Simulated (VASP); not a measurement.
H, 2 atoms in the cell. The structure is hexagonal, space group P6_3/mmc (No. 194). The conventional cell has a = 5.433 Å, b = 5.433 Å, c = 4.209 Å, α = 90.00°, β = 90.00°, γ = 120.00°. Within 5.0 Å of H (site symmetry -6m2) lie 8 H at 3.78 to 4.21 Å. 

| Property | Result |
| --- | --- |
| Program | VASP 6.6.1 |
| Task | single point |
| Functional | PBE |
| Potentials or basis | VASP PAW PBE potentials, release 64 (H) |
| Cutoff | 520 eV |
| k mesh | 6 × 6 × 6 |
| Occupations | gaussian, width 0.05 eV |
| Spin | collinear spin |
| Starting moments | [1.05, 1.05] μB |
| Dipole correction | no |
| Further INCAR settings | ALGO = Normal; EDIFF = 1e-07; NBANDS = 12 |

Potentials or basis: VASP PAW PBE potentials, release 64 (H).

Command:

```console
$ cat potpaw_PBE.64/H/POTCAR > POTCAR
$ mpirun -np 1 vasp_std > vasp.out
```

Hardware: 1 thread of Intel(R) Xeon(R) 6975P-C (Granite Rapids), on a shared host.

Question: How long does it take, and how much memory?

Answer: Wall time 33 s on 1 thread of Intel(R) Xeon(R) 6975P-C (Granite Rapids) (shared host), peak memory 0.26 GiB. Counts: scf iterations 22, k points 28.
